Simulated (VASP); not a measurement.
# MoAs3 (Pm-3m) in VASP: a series of runs

Runs on MoAs3. Level: PBE. Tasks: single point, relaxation of cell and atoms.

Everything below comes from runs of VASP 6.6.1. Logs are shortened: lines on timing, memory, paths and dates and some standing lists are left out, and cuts for length are marked.

## (1) The cell of the first run

The structure is cubic, space group Pm-3m (No. 221). The conventional cell has a = 4.125 Å, b = 4.125 Å, c = 4.125 Å, α = 90.00°, β = 90.00°, γ = 90.00°. Mo (site symmetry m-3m) has 12 As at 2.92 Å within 3.8 Å. Within 3.8 Å of As (site symmetry 4/mmm) lie 4 Mo at 2.92 Å and 8 As at 2.92 Å.

## (2) Single point, PBE

The input, INCAR:

```
SYSTEM = MoAs3
  ALGO = Normal
  EDIFF = 1E-6
  ENCUT = 520
  GGA = PE
  ISIF = 2
  ISMEAR = 0
  LASPH = .True.
  LCHARG = .True.
  LELF = .True.
  LREAL = .False.
  LVHAR = .True.
  LWAVE = .False.
  NBANDS = 22
  NELM = 100
  PREC = Accurate
  SIGMA = 0.1
```

The input, KPOINTS:

```
k-points
0
Gamma
  12 12 12
  0 0 0
```

The input, POSCAR:

```
MoAs3
1.0
    4.1246052072      0.0000000000      0.0000000000
    0.0000000000      4.1246052072      0.0000000000
    0.0000000000      0.0000000000      4.1246052072
Mo As
1 3
Direct
    0.0000000000      0.0000000000      0.0000000000
    0.0000000000      0.5000000000      0.5000000000
    0.5000000000      0.0000000000      0.5000000000
    0.5000000000      0.5000000000      0.0000000000
```

Potentials or basis: VASP PAW PBE potentials, release 64 (Mo_sv, As).

On the command line:

```
$ cat potpaw_PBE.64/Mo_sv/POTCAR potpaw_PBE.64/As/POTCAR > POTCAR
$ mpirun -np 1 vasp_std > vasp.out
```

OUTCAR:

```text
SYSTEM = MoAs3
   EDIFF = 1E-6
   ENCUT = 520
   GGA = PE
   ISIF = 2
   ISMEAR = 0
   LASPH = .True.
   LREAL = .False.
   NELM = 100
   PREC = Accurate

 ion  position               nearest neighbor table
   1  0.000  0.000  0.000-   2 2.92   3 2.92   4 2.92   2 2.92   3 2.92   2 2.92   4 2.92   2 2.92
                             3 2.92   4 2.92   3 2.92   4 2.92
   2  0.000  0.500  0.500-   1 2.92   3 2.92   4 2.92   1 2.92   4 2.92   1 2.92   3 2.92   1 2.92
                             3 2.92   4 2.92   4 2.92   3 2.92
   3  0.500  0.000  0.500-   1 2.92   2 2.92   4 2.92   1 2.92   4 2.92   2 2.92   4 2.92   4 2.92
                             1 2.92   2 2.92   1 2.92   2 2.92
   4  0.500  0.500  0.000-   1 2.92   2 2.92   3 2.92   2 2.92   3 2.92   1 2.92   3 2.92   3 2.92
                             1 2.92   2 2.92   2 2.92   1 2.92

  LATTYP: Found a simple cubic cell.
 ALAT       =     4.1246052072

  Lattice vectors:

 A1 = (   4.1246052072,   0.0000000000,   0.0000000000)
 A2 = (   0.0000000000,   4.1246052072,   0.0000000000)
 A3 = (   0.0000000000,   0.0000000000,   4.1246052072)

Analysis of symmetry for initial positions (statically):
=====================================================================
 Subroutine PRICEL returns:
 Original cell was already a primitive cell.

 Routine SETGRP: Setting up the symmetry group for a
 simple cubic supercell.

 Subroutine GETGRP returns: Found 48 space group operations
 (whereof 48 operations were pure point group operations)
 out of a pool of 48 trial point group operations.

The static configuration has the point symmetry O_h .

Analysis of symmetry for dynamics (positions and initial velocities):
=====================================================================
 Subroutine PRICEL returns:
 Original cell was already a primitive cell.

 Routine SETGRP: Setting up the symmetry group for a
 simple cubic supercell.

 Subroutine GETGRP returns: Found 48 space group operations
 (whereof 48 operations were pure point group operations)
 out of a pool of 48 trial point group operations.

The dynamic configuration has the point symmetry O_h .

 Subroutine INISYM returns: Found 48 space group operations
 (whereof 48 operations are pure point group operations),
 and found     1 'primitive' translations

----------------------------------------------------------------------------------------

                                     Primitive cell

  volume of cell :      70.1693

  direct lattice vectors                    reciprocal lattice vectors
     4.124605207  0.000000000  0.000000000     0.242447446  0.000000000  0.000000000
     0.000000000  4.124605207  0.000000000     0.000000000  0.242447446  0.000000000
     0.000000000  0.000000000  4.124605207     0.000000000  0.000000000  0.242447446

  length of vectors
     4.124605207  4.124605207  4.124605207     0.242447446  0.242447446  0.242447446

  position of ions in fractional coordinates (direct lattice)
     0.000000000  0.000000000  0.000000000
     0.000000000  0.500000000  0.500000000
     0.500000000  0.000000000  0.500000000
     0.500000000  0.500000000  0.000000000

  ion indices of the primitive-cell ions
   primitive index   ion index
                 1           1
                 2           2
                 3           3
                 4           4

----------------------------------------------------------------------------------------

 KPOINTS: k-points

Automatic generation of k-mesh.
 Grid dimensions read from file:
 generate k-points for:   12   12   12

 Generating k-lattice:

  Cartesian coordinates                     Fractional coordinates (reciprocal lattice)
     0.020203954  0.000000000  0.000000000     0.083333333  0.000000000  0.000000000
     0.000000000  0.020203954  0.000000000     0.000000000  0.083333333  0.000000000
     0.000000000  0.000000000  0.020203954     0.000000000  0.000000000  0.083333333

  Length of vectors
     0.020203954  0.020203954  0.020203954

  Shift w.r.t. Gamma in fractional coordinates (k-lattice)
     0.000000000  0.000000000  0.000000000

 Subroutine IBZKPT returns following result:
 ===========================================

 Found     84 irreducible k-points:

 Following reciprocal coordinates:
            Coordinates               Weight
  0.000000  0.000000  0.000000      1.000000
  0.083333  0.000000  0.000000      6.000000
  0.166667  0.000000  0.000000      6.000000
  0.250000  0.000000  0.000000      6.000000
  0.333333  0.000000  0.000000      6.000000
  0.416667  0.000000  0.000000      6.000000
[... 16 lines left out ...]
  0.333333  0.333333  0.000000     12.000000
  0.416667  0.333333  0.000000     24.000000
 [... further k-points ...]
   k-points           NKPTS =     84   k-points in BZ     NKDIM =     84   number of bands    NBANDS=     22
   number of dos      NEDOS =    301   number of ions     NIONS =      4
   total plane-waves  NPLWV =  32768
   dimension x,y,z NGX =    32 NGY =   32 NGZ =   32
   dimension x,y,z NGXF=    64 NGYF=   64 NGZF=   64
   ions per type =               1   3
   NGX,Y,Z   is equivalent  to a cutoff of  12.90, 12.90, 12.90 a.u.
   NGXF,Y,Z  is equivalent  to a cutoff of  25.80, 25.80, 25.80 a.u.
 SYSTEM =  MoAs3
   PREC   = accura    normal or accurate (medium, high low for compatibility)
   ISTART =      0    job   : 0-new  1-cont  2-samecut
   ICHARG =      2    charge: 1-file 2-atom 10-const
   ISPIN  =      1    spin polarized calculation?
   LNONCOLLINEAR =      F non collinear calculations
   LSORBIT =      F    spin-orbit coupling
   LASPH  =      T    aspherical Exc in radial PAW
   ENCUT  =  520.0 eV  38.22 Ry    6.18 a.u.   7.67  7.67  7.67*2*pi/ulx,y,z
   NELM   =    100;   NELMIN=  2; NELMDL= -5     # of ELM steps
   EDIFF  = 0.1E-05   stopping-criterion for ELM
   LREAL  =      F    real-space projection
   EDIFFG = 0.1E-04   stopping-criterion for IOM
   NSW    =      0    number of steps for IOM
   IBRION =     -1    ionic relax: 0-MD 1-quasi-New 2-CG
   NFREE  =      0    steps in history (QN), initial steepest desc. (CG)
   ISIF   =      2    stress and relaxation
   ISYM   =      2    0-nonsym 1-usesym 2-fastsym
   POTIM  = 0.5000    time-step for ionic-motion
   TEBEG  =    0.0;   TEEND  =   0.0 temperature during run
   PSTRESS=    0.0 pullay stress
   NELECT =      29.0000    total number of electrons
   NUPDOWN=      -1.0000    fix difference up-down
   EMIN   =  10.00;   EMAX   =-10.00  energy-range for DOS
   EFERMI =   0.00;   METHOD = LEGACY
   ISMEAR =     0;   SIGMA  =   0.10  broadening in eV -4-tet -1-fermi 0-gaus
   EFERMI_NEDOS =   21; number of points for ismear=-14 and -15
   IALGO  =     38    algorithm
   IMIX   =      4    mixing-type and parameters
     AMIX     =   0.40;   BMIX     =  1.00
     AMIX_MAG =   1.60;   BMIX_MAG =  1.00
  volume/ion in A,a.u.               =      17.54       118.38
  Fermi-wavevector in a.u.,A,eV,Ry     =   1.219434  2.304397 20.232139  1.487020
  Thomas-Fermi vector in A             =   2.354687
   LORBIT       =      0    0 simple, 1 ext, 2 COOP (PROOUT), +10 PAW based schemes
   GGA     = PE    functional components
   LHFCALC =     F    Hartree Fock is set to
   AEXX    =    0.0000 exact exchange contribution
   IVDW    =     0    specifies the selected vdW correction
   LEPSILON=     F    determine dielectric tensor
   LRPA    =     F    only Hartree local field effects (RPA)
 non-spin polarized calculation
 Gauss-broadening in eV      SIGMA  =   0.10
  energy-cutoff  :      520.00
  volume of cell :       70.17
 maximum number of plane-waves:      1924
 NGX is ok and might be reduce to    32
   NGX = 15   NGY = 15   NGZ = 15

 number of electron      28.9999992 magnetization

 Free energy of the ion-electron system (eV)
  ---------------------------------------------------
  ext. energy  EPLUGINS =         0.00000000
  ---------------------------------------------------
  free energy    TOTEN  =       -22.46158973 eV

  energy without entropy =      -22.43692006  energy(sigma->0) =      -22.44925489

 E-fermi :   8.4654     XC(G=0): -11.5165

 val. band max:        8.4578935907   @ k =   0.3333   0.1667   0.0000
 cond. band min:       8.4708896130   @ k =   0.5000   0.4167   0.4167
 fundamental gap:      0.0129960222
 Fermi energy:         8.4654248314

 k-point     1 :       0.0000    0.0000    0.0000
  band No.  band energies     occupation
      1     -52.5186      2.00000
      2     -26.6242      2.00000
      3     -26.6242      2.00000
      4     -26.6242      2.00000
      5      -6.5810      2.00000
      6      -0.6163      2.00000
[... 14 lines left out ...]
     21      11.9627      0.00000
     22      11.9627      0.00000

 k-point     2 :       0.0833    0.0000    0.0000
  band No.  band energies     occupation
      1     -52.5186      2.00000
      2     -26.6253      2.00000
      3     -26.6240      2.00000
      4     -26.6240      2.00000
      5      -6.5242      2.00000
      6      -0.8493      2.00000
[... 14 lines left out ...]
     21      11.7607      0.00000
     22      11.7607      0.00000

 k-point     3 :       0.1667    0.0000    0.0000
  band No.  band energies     occupation
      1     -52.5185      2.00000
      2     -26.6283      2.00000
      3     -26.6236      2.00000
      4     -26.6236      2.00000
      5      -6.3555      2.00000
      6      -1.4249      2.00000
[... 14 lines left out ...]
     21      11.3760      0.00000
     22      11.3760      0.00000

 k-point     4 :       0.2500    0.0000    0.0000
  band No.  band energies     occupation
      1     -52.5184      2.00000
      2     -26.6325      2.00000
      3     -26.6231      2.00000
      4     -26.6231      2.00000
      5      -6.0809      2.00000
      6      -2.1469      2.00000
[... 14 lines left out ...]
     21      11.3796      0.00000
     22      11.3796      0.00000

 k-point     5 :       0.3333    0.0000    0.0000
  band No.  band energies     occupation
      1     -52.5183      2.00000
      2     -26.6366      2.00000
      3     -26.6226      2.00000
      4     -26.6226      2.00000
      5      -5.7161      2.00000
      6      -2.8838      2.00000
[... 14 lines left out ...]
     21      11.9430      0.00000
     22      12.1782      0.00000

 k-point     6 :       0.4167    0.0000    0.0000
  band No.  band energies     occupation
      1     -52.5182      2.00000
      2     -26.6396      2.00000
      3     -26.6222      2.00000
      4     -26.6222      2.00000
      5      -5.3094      2.00000
      6      -3.5307      2.00000
[... 14 lines left out ...]
     21      12.5496      0.00000
     22      13.5305      0.00000

 k-point     7 :       0.5000    0.0000    0.0000
  band No.  band energies     occupation
      1     -52.5182      2.00000
      2     -26.6407      2.00000
      3     -26.6221      2.00000
      4     -26.6221      2.00000
      5      -5.0708      2.00000
      6      -3.8517      2.00000
[... 324 lines left out ...]
      6      -2.6328      2.00000
[... 14 lines left out ...]
     21      12.0319      0.00000
     22      13.8903      0.00000

 k-point    21 :       0.4167    0.2500    0.0000
  band No.  band energies     occupation
      1     -52.5180      2.00000
      2     -26.6385      2.00000
      3     -26.6304      2.00000
      4     -26.6212      2.00000
      5      -4.8665      2.00000
      6      -3.1980      2.00000
[... 14 lines left out ...]
     21      12.1689      0.00000
     22      14.9379      0.00000

 k-point    22 :       0.5000    0.2500    0.0000
  band No.  band energies     occupation
      1     -52.5180      2.00000
      2     -26.6396      2.00000
      3     -26.6303      2.00000
      4     -26.6210      2.00000
      5      -4.6394      2.00000
      6      -3.4931      2.00000
[... 14 lines left out ...]
     21      12.2046      0.00000
     22      15.5479      0.00000

 k-point    23 :       0.3333    0.3333    0.0000
  band No.  band energies     occupation
      1     -52.5179      2.00000
      2     -26.6350      2.00000
      3     -26.6349      2.00000
      4     -26.6210      2.00000
      5      -4.9170      2.00000
      6      -2.6331      2.00000
[... 14 lines left out ...]
     21      12.5901      0.00000
     22      14.5941      0.00000

 k-point    24 :       0.4167    0.3333    0.0000
  band No.  band energies     occupation
      1     -52.5179      2.00000
      2     -26.6379      2.00000
      3     -26.6345      2.00000
      4     -26.6207      2.00000
      5      -4.5385      2.00000
      6      -3.0077      2.00000
[... 14 lines left out ...]
     21      12.8767      0.00000
     22      15.2319      0.00000

 [... further k-points ...]

------------------------ aborting loop because EDIFF is reached ----------------------------------------

  FORCE on cell =-STRESS in cart. coord.  units (eV):
  Direction    XX          YY          ZZ          XY          YZ          ZX
  --------------------------------------------------------------------------------------
  -------------------------------------------------------------------------------------
  Total        0.0941438      0.0941438      0.0941438      0.0000000     -0.0000000      0.0000000
  in kB        2.1495881      2.1495881      2.1495881      0.0000000     -0.0000000      0.0000000
  external PRESSURE =       2.1495881 kB  Pullay stress =       0.0000000 kB

 VOLUME and BASIS-vectors are now :
 -----------------------------------------------------------------------------
  energy-cutoff  :      520.00
  volume of cell :       70.17
      direct lattice vectors                 reciprocal lattice vectors
     4.124605207  0.000000000  0.000000000     0.242447446  0.000000000  0.000000000
     0.000000000  4.124605207  0.000000000     0.000000000  0.242447446  0.000000000
     0.000000000  0.000000000  4.124605207     0.000000000  0.000000000  0.242447446

 POSITION                                       TOTAL-FORCE (eV/Angst)
 -----------------------------------------------------------------------------------
      0.00000      0.00000      0.00000         0.000000      0.000000      0.000000
      0.00000      2.06230      2.06230         0.000000      0.000000      0.000000
      2.06230      0.00000      2.06230         0.000000      0.000000      0.000000
      2.06230      2.06230      0.00000         0.000000      0.000000      0.000000
 -----------------------------------------------------------------------------------
    total drift:                                0.000000      0.000000     -0.000000

  FREE ENERGIE OF THE ION-ELECTRON SYSTEM (eV)
  ---------------------------------------------------
  free  energy   TOTEN  =       -22.4615897286 eV

  energy  without entropy=      -22.4369200579  energy(sigma->0) =      -22.44925489
```

Wall time 2.1 min (1 thread of Intel Xeon 8259CL, shared host); peak memory 0.26 GiB.

What came out:

```
Free energy            : -22.4616 eV
Pressure               : 0.2 GPa
Band gap on the k mesh : zero (an odd number of electrons rules out a gap without spin polarisation)
```

Levels at points of the mesh, in eV from the Fermi level:
```csv
k point,band 13,band 14,band 15,band 16,band 17,band 18
"(0.00, 0.00, 0.00)",-0.89,-0.43,-0.43,0.41,0.41,0.41
"(0.50, 0.00, 0.00)",-2.07,-1.04,-0.72,0.17,0.61,0.61
"(0.50, 0.50, 0.00)",-1.32,-1.32,-0.35,-0.16,0.55,3.32
"(0.50, 0.50, 0.50)",0.08,0.08,0.65,0.65,0.65,4.37
```

## (3) Relaxation of cell and atoms, PBE

The input, INCAR:

```
SYSTEM = MoAs3
ALGO = Normal
EDIFF = 1E-6
EDIFFG = -0.01
ENCUT = 600
GGA = PE
IBRION = 2
ISIF = 3
ISMEAR = 0
LASPH = .TRUE.
LCHARG = .FALSE.
LREAL = .FALSE.
LWAVE = .FALSE.
NELM = 60
NSW = 100
PREC = Accurate
SIGMA = 0.1
```

The input, KPOINTS:

```
k-points
0
G
  12 12 12
  0 0 0
```

The input, POSCAR:

```
MoAs3
1.0
    4.1260381797      0.0000000000      0.0000000000
    0.0000000000      4.1260381797      0.0000000000
    0.0000000000      0.0000000000      4.1260381797
Mo As
1 3
Direct
    0.0000000000      0.0000000000      0.0000000000
    0.0000000000      0.5000000000      0.5000000000
    0.5000000000      0.0000000000      0.5000000000
    0.5000000000      0.5000000000      0.0000000000
```

Potentials or basis: VASP PAW PBE potentials, release 64 (Mo_sv, As).

On the command line:

```
$ cat potpaw_PBE.64/Mo_sv/POTCAR potpaw_PBE.64/As/POTCAR > POTCAR
$ mpirun -np 1 vasp_std > vasp.out
```

Wall time 2.5 min (1 thread of Intel Xeon 8259CL, shared host); peak memory 0.29 GiB.

It converged, with:

```
Free energy             : -22.4617 eV
Pressure after relaxing : 0.1 GPa
Band gap on the k mesh  : zero (an odd number of electrons rules out a gap without spin polarisation)
```

Final structure:
```yaml
crystal:
  lattice:
    - [4.12604, 0.00000, 0.00000]
    - [0.00000, 4.12604, 0.00000]
    - [0.00000, 0.00000, 4.12604]
  atoms:
    - { symbol: Mo, position: [0.00000, 0.00000, 0.00000] }
    - { symbol: As, position: [0.00000, 0.50000, 0.50000] }
    - { symbol: As, position: [0.50000, 0.00000, 0.50000] }
    - { symbol: As, position: [0.50000, 0.50000, 0.00000] }
```

Levels at points of the mesh, in eV from the Fermi level:
| k point | band 12 | band 13 | band 14 | band 15 | band 16 | band 17 | band 18 |
| --- | --- | --- | --- | --- | --- | --- | --- |
| (0.00, 0.00, 0.00) | -0.88 | -0.88 | -0.43 | -0.43 | 0.41 | 0.41 | 0.41 |
| (0.50, 0.00, 0.00) | -2.07 | -2.07 | -1.04 | -0.72 | 0.16 | 0.61 | 0.61 |
| (0.50, 0.50, 0.00) | -1.99 | -1.32 | -1.32 | -0.35 | -0.16 | 0.55 | 3.32 |
| (0.50, 0.50, 0.50) | 0.02 | 0.08 | 0.08 | 0.64 | 0.64 | 0.64 | 4.36 |

Caveat: the relaxation stopped at its first step, so nothing moved.
